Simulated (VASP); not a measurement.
# Na6H5F (P4/mmm) in VASP: single point with PBE

Aim: the single point of Na6H5F with PBE.

All numbers are computed with VASP 6.6.1; they aren't measurements. Logs are shortened: lines on timing, memory, paths and dates and some standing lists are left out, and cuts for length are marked.

**1. The cell of the first run**

The structure is tetragonal, space group P4/mmm (No. 123). Conventional cell: a = 3.397 Å, b = 3.397 Å, c = 14.419 Å, α = 90.00°, β = 90.00°, γ = 90.00°. Within 3.1 Å of Na (site symmetry 4/mmm) lie 2 H at 2.37 Å and 4 F at 2.40 Å. Na (site symmetry 4mm) has 1 F at 2.36 Å and 5 H at 2.40 to 2.42 Å within 3.1 Å. Within 3.2 Å of Na (site symmetry 4mm) lie 6 H at 2.40 to 2.42 Å. Na (site symmetry 4/mmm) has 6 H at 2.40 to 2.43 Å within 3.2 Å. H (site symmetry 4mm) has 6 Na at 2.37 to 2.41 Å within 3.1 Å. H (site symmetry 4/mmm) has 6 Na at 2.40 to 2.42 Å within 3.2 Å. Within 3.2 Å of H (site symmetry 4mm) lie 6 Na at 2.40 to 2.43 Å. Within 3.1 Å of F (site symmetry 4/mmm) lie 6 Na at 2.36 to 2.40 Å.

**2. Single point, PBE**

Contents of INCAR:

```
ALGO     = Normal         # electronic algorithm
EDIFF    = 1E-7           # SCF threshold, eV
ENCUT    = 520            # plane-wave cutoff, eV
GGA      = PE             # functional
ISIF     = 2              # what is computed and relaxed
ISMEAR   = 0              # smearing method
LASPH    = T              # aspherical terms in the spheres
LCHARG   = F              # write CHGCAR
LREAL    = F              # projectors in reciprocal space
LWAVE    = F              # write WAVECAR
NBANDS   = 39             # bands
NELM     = 100            # most SCF steps
PREC     = Accurate       # precision mode
SIGMA    = 0.02           # smearing width, eV
```

Contents of KPOINTS:

```
k-points
0
Gamma
  8 8 2
```

Contents of POSCAR:

```
Na6H5F
1.0
    3.3968536802      0.0000000000      0.0000000000
    0.0000000000      3.3968536802      0.0000000000
    0.0000000000      0.0000000000     14.4187890993
Na H F
6 5 1
Direct
    0.0000000000      0.0000000000      0.0000000000
    0.5000000000      0.5000000000      0.1636684737
    0.0000000000      0.0000000000      0.3319281358
    0.5000000000      0.5000000000      0.5000000000
    0.0000000000      0.0000000000      0.6680718642
    0.5000000000      0.5000000000      0.8363315263
    0.0000000000      0.0000000000      0.1646445901
    0.0000000000      0.0000000000      0.5000000000
    0.5000000000      0.5000000000      0.3318065765
    0.0000000000      0.0000000000      0.8353554099
    0.5000000000      0.5000000000      0.6681934235
    0.5000000000      0.5000000000      0.0000000000
```

Potentials or basis: VASP PAW PBE potentials, release 64 (Na_pv, H, F).

Command:

```
$ cat potpaw_PBE.64/Na_pv/POTCAR potpaw_PBE.64/H/POTCAR potpaw_PBE.64/F/POTCAR > POTCAR
$ mpirun -np 1 vasp_std > vasp.out
```

OUTCAR:

```text
EDIFF = 1E-7
   ENCUT = 520
   GGA = PE
   ISIF = 2
   ISMEAR = 0
   LASPH = T
   LREAL = F
   NELM = 100
   PREC = Accurate

 ion  position               nearest neighbor table
   1  0.000  0.000  0.000-
   2  0.500  0.500  0.164-
   3  0.000  0.000  0.332-
   4  0.500  0.500  0.500-
   5  0.000  0.000  0.668-
   6  0.500  0.500  0.836-
   7  0.000  0.000  0.165-
   8  0.000  0.000  0.500-
   9  0.500  0.500  0.332-
  10  0.000  0.000  0.835-
  11  0.500  0.500  0.668-
  12  0.500  0.500  0.000-

  LATTYP: Found a simple tetragonal cell.
 ALAT       =     3.3968536802
 C/A-ratio  =     4.2447483633

  Lattice vectors:

 A1 = (   3.3968536802,   0.0000000000,   0.0000000000)
 A2 = (   0.0000000000,   3.3968536802,   0.0000000000)
 A3 = (   0.0000000000,   0.0000000000,  14.4187890993)

Analysis of symmetry for initial positions (statically):
=====================================================================
 Subroutine PRICEL returns:
 Original cell was already a primitive cell.

 Routine SETGRP: Setting up the symmetry group for a
 simple tetragonal supercell.

 Subroutine GETGRP returns: Found 16 space group operations
 (whereof 16 operations were pure point group operations)
 out of a pool of 16 trial point group operations.

The static configuration has the point symmetry D_4h.

Analysis of symmetry for dynamics (positions and initial velocities):
=====================================================================
 Subroutine PRICEL returns:
 Original cell was already a primitive cell.

 Routine SETGRP: Setting up the symmetry group for a
 simple tetragonal supercell.

 Subroutine GETGRP returns: Found 16 space group operations
 (whereof 16 operations were pure point group operations)
 out of a pool of 16 trial point group operations.

The dynamic configuration has the point symmetry D_4h.

 Subroutine INISYM returns: Found 16 space group operations
[... 118 lines left out ...]
   LREAL  =      F    real-space projection
   EDIFFG = 0.1E-05   stopping-criterion for IOM
   NSW    =      0    number of steps for IOM
   IBRION =     -1    ionic relax: 0-MD 1-quasi-New 2-CG
   NFREE  =      0    steps in history (QN), initial steepest desc. (CG)
   ISIF   =      2    stress and relaxation
   ISYM   =      2    0-nonsym 1-usesym 2-fastsym
   POTIM  = 0.5000    time-step for ionic-motion
   TEBEG  =    0.0;   TEEND  =   0.0 temperature during run
   PSTRESS=    0.0 pullay stress
   NELECT =      54.0000    total number of electrons
   NUPDOWN=      -1.0000    fix difference up-down
   EMIN   =  10.00;   EMAX   =-10.00  energy-range for DOS
   EFERMI =   0.00;   METHOD = LEGACY
   ISMEAR =     0;   SIGMA  =   0.02  broadening in eV -4-tet -1-fermi 0-gaus
   EFERMI_NEDOS =   21; number of points for ismear=-14 and -15
   IALGO  =     38    algorithm
   IMIX   =      4    mixing-type and parameters
     AMIX     =   0.40;   BMIX     =  1.00
     AMIX_MAG =   1.60;   BMIX_MAG =  1.00
  volume/ion in A,a.u.               =      13.86        93.56
  Fermi-wavevector in a.u.,A,eV,Ry     =   1.125068  2.126069 17.221941  1.265777
  Thomas-Fermi vector in A             =   2.261743
   LORBIT       =      0    0 simple, 1 ext, 2 COOP (PROOUT), +10 PAW based schemes
   GGA     = PE    functional components
   LHFCALC =     F    Hartree Fock is set to
   AEXX    =    0.0000 exact exchange contribution
   IVDW    =     0    specifies the selected vdW correction
   LEPSILON=     F    determine dielectric tensor
   LRPA    =     F    only Hartree local field effects (RPA)
 non-spin polarized calculation
 Gauss-broadening in eV      SIGMA  =   0.02
  energy-cutoff  :      520.00
  volume of cell :      166.37
 maximum number of plane-waves:      4516
 NGX is ok and might be reduce to    28
   NGX = 13   NGY = 13   NGZ = 53

 number of electron      54.0000030 magnetization

 Free energy of the ion-electron system (eV)
  ---------------------------------------------------
  ext. energy  EPLUGINS =         0.00000000
  ---------------------------------------------------
  free energy    TOTEN  =       -33.98206093 eV

  energy without entropy =      -33.98206093  energy(sigma->0) =      -33.98206093

 E-fermi :  -0.6854     XC(G=0):  -7.9656

 val. band max:       -0.8408205777   @ k =   0.5000   0.5000   0.5000
 cond. band min:       3.0312508018   @ k =   0.5000   0.0000   0.0000
 fundamental gap:      3.8720713795
 Fermi energy:        -0.6853725186

 k-point     1 :       0.0000    0.0000    0.0000
  band No.  band energies     occupation
      1     -23.1047      2.00000
      2     -23.0001      2.00000
      3     -22.9782      2.00000
      4     -22.9568      2.00000
      5     -22.9458      2.00000
      6     -22.9458      2.00000
[... 997 lines left out ...]
     38       8.6217      0.00000
     39       8.8276      0.00000

 [... further k-points ...]

------------------------ aborting loop because EDIFF is reached ----------------------------------------

  FORCE on cell =-STRESS in cart. coord.  units (eV):
  Direction    XX          YY          ZZ          XY          YZ          ZX
  --------------------------------------------------------------------------------------
  -------------------------------------------------------------------------------------
  Total       -0.0483303     -0.0483303     -0.0591589      0.0000000      0.0000000      0.0000000
  in kB       -0.4654230     -0.4654230     -0.5697028      0.0000000      0.0000000      0.0000000
  external PRESSURE =      -0.5001829 kB  Pullay stress =       0.0000000 kB

 VOLUME and BASIS-vectors are now :
 -----------------------------------------------------------------------------
  energy-cutoff  :      520.00
  volume of cell :      166.37
      direct lattice vectors                 reciprocal lattice vectors
     3.396853680  0.000000000  0.000000000     0.294390072  0.000000000  0.000000000
     0.000000000  3.396853680  0.000000000     0.000000000  0.294390072  0.000000000
     0.000000000  0.000000000 14.418789099     0.000000000  0.000000000  0.069353952

 POSITION                                       TOTAL-FORCE (eV/Angst)
 -----------------------------------------------------------------------------------
      0.00000      0.00000      0.00000         0.000000     -0.000000      0.000000
      1.69843      1.69843      2.35990         0.000000     -0.000000      0.003519
      0.00000      0.00000      4.78600         0.000000      0.000000     -0.000920
      1.69843      1.69843      7.20939         0.000000     -0.000000      0.000000
      0.00000      0.00000      9.63279         0.000000      0.000000      0.000920
      1.69843      1.69843     12.05889         0.000000      0.000000     -0.003519
      0.00000      0.00000      2.37398         0.000000     -0.000000      0.000729
      0.00000      0.00000      7.20939         0.000000     -0.000000      0.000000
      1.69843      1.69843      4.78425         0.000000      0.000000      0.000163
      0.00000      0.00000     12.04481         0.000000     -0.000000     -0.000729
      1.69843      1.69843      9.63454         0.000000     -0.000000     -0.000163
      1.69843      1.69843      0.00000         0.000000     -0.000000      0.000000
 -----------------------------------------------------------------------------------
    total drift:                                0.000000      0.000000      0.000000

  FREE ENERGIE OF THE ION-ELECTRON SYSTEM (eV)
  ---------------------------------------------------
  free  energy   TOTEN  =       -33.9820609342 eV

  energy  without entropy=      -33.9820609342  energy(sigma->0) =      -33.98206093
```

OSZICAR:

```text
N       E                     dE             d eps       ncg     rms          rms(c)
DAV:   1     0.580730101624E+03    0.58073E+03   -0.27865E+04  2363   0.156E+03
DAV:   2     0.254291321873E+02   -0.55530E+03   -0.53428E+03  2380   0.458E+02
DAV:   3    -0.347752212859E+02   -0.60204E+02   -0.59644E+02  2704   0.157E+02
DAV:   4    -0.370127060806E+02   -0.22375E+01   -0.22336E+01  2678   0.297E+01
DAV:   5    -0.370577927809E+02   -0.45087E-01   -0.45085E-01  2609   0.441E+00    0.897E+00
DAV:   6    -0.344382111834E+02    0.26196E+01   -0.47518E+00  3132   0.922E+00    0.386E+00
DAV:   7    -0.340183401418E+02    0.41987E+00   -0.62827E-01  2856   0.338E+00    0.160E+00
DAV:   8    -0.339680950747E+02    0.50245E-01   -0.21907E-01  2981   0.214E+00    0.545E-01
DAV:   9    -0.339816402043E+02   -0.13545E-01   -0.26506E-02  3151   0.105E+00    0.114E-01
DAV:  10    -0.339820069275E+02   -0.36672E-03   -0.26064E-03  2687   0.400E-01    0.255E-02
DAV:  11    -0.339820560494E+02   -0.49122E-04   -0.22304E-04  2664   0.133E-01    0.149E-02
DAV:  12    -0.339820585736E+02   -0.25242E-05   -0.14508E-05  2804   0.252E-02    0.528E-03
DAV:  13    -0.339820608882E+02   -0.23146E-05   -0.47612E-06  2532   0.206E-02    0.985E-04
DAV:  14    -0.339820609342E+02   -0.45984E-07   -0.26648E-07  2507   0.655E-03
   1 F= -.33982061E+02 E0= -.33982061E+02  d E =-.512163E-30
```

stdout:

```text
POSCAR found type information on POSCAR NaH F
 POSCAR found :  3 types and      12 ions
 scaLAPACK will be used
 LDA part: xc-table for (Slater+PW92), standard interpolation
 POSCAR, INCAR and KPOINTS ok, starting setup
 FFT: planning ... GRIDC
 FFT: planning ... GRID_SOFT
 FFT: planning ... GRID
 WAVECAR not read
 entering main loop
```

It took 2.7 min on 1 thread of Intel Xeon Platinum 8488C (Sapphire Rapids), shared host; peak memory 0.36 GiB.

Results:

```
Free energy            : -33.9821 eV
Pressure               : -0.1 GPa
Largest force          : 0.004 eV/Å
Band gap on the k mesh : 3.87 eV (least direct gap 4.54 eV)
```

Forces in eV/Å, atoms in the order of the input:
```
Na   0.000  0.000  0.000
Na   0.000  0.000  0.004
Na   0.000  0.000 -0.001
Na   0.000  0.000  0.000
Na   0.000  0.000  0.001
Na   0.000  0.000 -0.004
H    0.000  0.000  0.001
H    0.000  0.000  0.000
H    0.000  0.000  0.000
H    0.000  0.000 -0.001
H    0.000  0.000  0.000
F    0.000  0.000  0.000
```

A k mesh can miss the band edges.
